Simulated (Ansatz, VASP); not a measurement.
TlBr in VASP and in Ansatz

Contents of POSCAR:

```
TlBr
1.0
    3.9461933130      0.0000000000      0.0000000000
    0.0000000000      3.9461933130      0.0000000000
    0.0000000000      0.0000000000      3.9461933130
Tl Br
1 1
Direct
    0.0000000000      0.0000000000      0.0000000000
    0.5000000000      0.5000000000      0.5000000000
```

The input INCAR.step1:

```
  PREC = Accurate
  ENCUT = 550
  ISMEAR = 0
  SIGMA = 0.01
  LREAL = F
  LASPH = T
  NELM = 120
  NBANDS = 17
  GGA = PE
  ALGO = Normal
  EDIFF = 1E-5
  LWAVE = T
  LCHARG = F
  GGA_COMPAT = F
```

The input INCAR.step2:

```
  PREC = Accurate
  ENCUT = 550
  EDIFF = 1E-6
  ISMEAR = 0
  SIGMA = 0.01
  LREAL = F
  LASPH = T
  NELM = 120
  ALGO = Normal
  ISIF = 2
  LWAVE = F
  LCHARG = F
  METAGGA = R2SCAN
  LMIXTAU = T
  NBANDS = 17
  ISTART = 1
  GGA_COMPAT = F
```

Contents of KPOINTS:

```
Automatic mesh
0
Gamma
  6 6 6
```

Input for Ansatz:

```yaml
crystal:
  lattice:
    - [3.946193313, 0.0, 0.0]
    - [0.0, 3.946193313, 0.0]
    - [0.0, 0.0, 3.946193313]
  atoms:
    - { symbol: Tl, position: [0.0, 0.0, 0.0] }
    - { symbol: Br, position: [0.5, 0.5, 0.5] }
kpoints:
  mp_grid: { grid: [6, 6, 6] }
  band_path:
    path:
      - [0.0, 0.0, 0.0]
      - [0.0, 0.5, 0.0]
      - [0.5, 0.5, 0.0]
      - [0.5, 0.5, 0.5]
      - [0.0, 0.0, 0.5]
    npoints: 1
hamiltonian:
  xc: r2scan
scf:
  occupations: { method: fixed }
  n_extra_bands: 4
output:
  forces: true
  stress: true
  eigenvalues: true
```

Alike in both runs: task single point; functional r2SCAN; k mesh 6 × 6 × 6; no spin polarisation.

|  | VASP | Ansatz |
| --- | --- | --- |
| version | VASP 6.6.1 | Ansatz 0.2.0 |
| potentials or method | VASP PAW PBE potentials, release 64 (Tl_d, Br) | plane waves, PAW |
| plane-wave cutoff (eV) | 550 | 500 |
| occupations | gaussian, width 0.01 eV | fixed |
| valence electrons in the cell | 20 | 20 |

Ansatz gave:

```
gap on the k mesh at the Fermi level (eV) : 2.23
pressure (GPa)                            : 1.0
```

Task: What did VASP give for the same quantities?

Result: gap on the k mesh at the Fermi level (eV): 2.24; pressure (GPa): 1.0.

VASP's potentials were made for PBE, not for r2SCAN.

Neither program's run includes spin-orbit coupling.
